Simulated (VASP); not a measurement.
The system is MnF2.

```
Mn F
1.0
     4.87380    0.00000    0.00000
     0.00000    4.87380    0.00000
     0.00000    0.00000    3.31070
Mn F
2 4
Direct
  0.50000 0.50000 0.50000
  0.00000 0.00000 0.00000
  0.80530 0.19470 0.50000
  0.69470 0.69470 0.00000
  0.19470 0.80530 0.50000
  0.30530 0.30530 0.00000
```

Base run:

| Item | Value |
| --- | --- |
| Program | VASP 6.6.1 |
| Functional | PBEsol |
| Potentials or basis | VASP PAW PBE potentials, release 64 (Mn_pv, F) |
| Cutoff | 520 eV |
| k mesh | 6 × 6 × 8 |
| Occupations | fermi-dirac, width 0.05 eV |
| Spin | no spin polarisation |

Its results: band gap on the k mesh zero (band 27 reaches 3.14 eV, above the bottom of band 28 at 2.95 eV); pressure -20.8 GPa.

Problem. The run is repeated on the same cell with these changes: spin from no spin polarisation to collinear spin, ferromagnetic start; further incar settings from ALGO = Normal; EDIFF = 1e-07; NBANDS = 36 to ALGO = Normal; EDIFF = 1e-07; NBANDS = 40. What comes out?

Solution. Band gap on the k mesh 0.94 eV, direct; pressure -0.6 GPa; net moment 10.00 μB per cell; site moments Mn +4.58; F +0.09 μB.

Caveats: the PAW data sets were made with another functional, which shifts forces and pressure a little; semilocal functionals often make such compounds metallic where correlation or magnetic order opens a gap, which also shifts bond lengths (some runs).

A k mesh can miss the band edges.
